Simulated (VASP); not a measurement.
Wanted: the native input for a VASP 6.6.1 run.

```yaml
Task: single point
Functional: PBE
Potentials_or_basis: VASP PAW PBE potentials, release 64 (B, N)
Cutoff: 520 eV
k_mesh: 12 × 12 × 6
Occupations: gaussian, width 0.05 eV
Spin: no spin polarisation
Dipole_correction: no
Further_INCAR_settings: ALGO = Normal; EDIFF = 1e-06; NBANDS = 16
```

The structure of BN lies in POSCAR:

```
BN
1.0
    2.6560971858      0.0000000000      0.0000000000
   -1.3280485929      2.3002476378      0.0000000000
    0.0000000000      0.0000000000      4.2268550000
B N
2 2
Direct
    0.6666666667      0.3333333333      0.9997240000
    0.3333333333      0.6666666667      0.4997240000
    0.6666666667      0.3333333333      0.6252760000
    0.3333333333      0.6666666667      0.1252760000
```

This cell differs from its parent crystal: strain +0.040 along x and y, +0.000 along z.

These files were run (other wordings do the same):

INCAR

```
SYSTEM = BN
ALGO     = Normal         ! electronic algorithm
EDIFF    = 1E-6           ! SCF threshold, eV
ENCUT    = 520            ! plane-wave cutoff, eV
GGA      = PE             ! functional
ISIF     = 2              ! what is computed and relaxed
ISMEAR   = 0              ! smearing method
LASPH    = .True.         ! aspherical terms in the spheres
LCHARG   = .False.        ! write CHGCAR
LREAL    = .False.        ! projectors in reciprocal space
LWAVE    = .False.        ! write WAVECAR
NBANDS   = 16             ! bands
NELM     = 60             ! most SCF steps
PREC     = Accurate       ! precision mode
SIGMA    = 0.05           ! smearing width, eV
```

KPOINTS

```
k-points
0
Gamma
  12 12 6
  0 0 0
```

Potentials or basis: VASP PAW PBE potentials, release 64 (B, N).

Launch:

```bash
$ cat potpaw_PBE.64/B/POTCAR potpaw_PBE.64/N/POTCAR > POTCAR
$ mpirun -np 1 vasp_std > vasp.out
```

It gave:

The pressure is -24.5 GPa and the largest force is 0.013 eV/Å. The band gap on the k mesh is 5.41 eV, indirect (least direct gap 7.54 eV).

Caveat: the cell differs from its parent crystal (strain +0.040 along x and y, +0.000 along z).

It took 48 s on 1 thread of Intel Xeon 8259CL (shared host), peak memory 0.15 GiB.
